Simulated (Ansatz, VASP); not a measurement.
## One calculation of P, two programs

The input INCAR:

```
PREC = Accurate ; ENCUT = 520
EDIFF = 1E-6 ; ISMEAR = 0
SIGMA = 0.05 ; LREAL = F
LASPH = T ; NELM = 100
ALGO = Normal ; ISIF = 2
LWAVE = F ; LCHARG = F
GGA = PS ; NBANDS = 18
```

File KPOINTS:

```
regular mesh
0
Gamma
  8 1 6
```

The input POSCAR:

```
P
1.0
    3.2843671017      0.0000000000      0.0000000000
    0.0000000000     34.8747470704      0.0000000000
    0.0000000000      0.0000000000      4.4369100789
P
4
Direct
   -0.0076118166      0.9696876236      0.5826201292
    0.0000000000      0.0303123764      0.4173798708
    0.5000000000      0.0303123764      0.0826201292
    0.5000000000      0.9696876236      0.9173798708
```

Input for Ansatz:

```yaml
crystal:
  lattice:
    - [3.2843671017, 0.0, 0.0]
    - [0.0, 34.8747470704, 0.0]
    - [0.0, 0.0, 4.4369100789]
  atoms:
    - { symbol: P, position: [-0.0076118166, 0.9696876236, 0.5826201292] }
    - { symbol: P, position: [0.0, 0.0303123764, 0.4173798708] }
    - { symbol: P, position: [0.5, 0.0303123764, 0.0826201292] }
    - { symbol: P, position: [0.5, 0.9696876236, 0.9173798708] }
basis:
  ecutwfc: 420
kpoints:
  mp_grid: { grid: [8, 1, 6] }
hamiltonian:
  xc: pbesol
scf:
  occupations: { method: gaussian, width: 0.05 }
output:
  forces: true
  stress: true
  eigenvalues: true
```

Alike in both runs: task single point; functional PBEsol; k mesh 8 × 1 × 6; occupations gaussian, width 0.05 eV; no spin polarisation.

|  | VASP | Ansatz |
| --- | --- | --- |
| version | VASP 6.6.1 | Ansatz 0.2.0 |
| potentials or method | VASP PAW PBE potentials, release 64 (P), cutoff 520 eV | scalar-relativistic, plane waves, PAW |
| valence electrons in the cell | 20 | 20 |

```tsv
	VASP	Ansatz	Ansatz less VASP
gap on the k mesh at the Fermi level (eV)	0.72	0.70	-0.015
least direct gap on the mesh (eV)	0.72	0.70	-0.015
rms of the force components (eV/Å)	0.107	0.107	-0.0004
```

VASP's potentials were made for PBE, not for PBEsol. Atom by atom the forces differ by 0.013 eV/Å (rms over components).
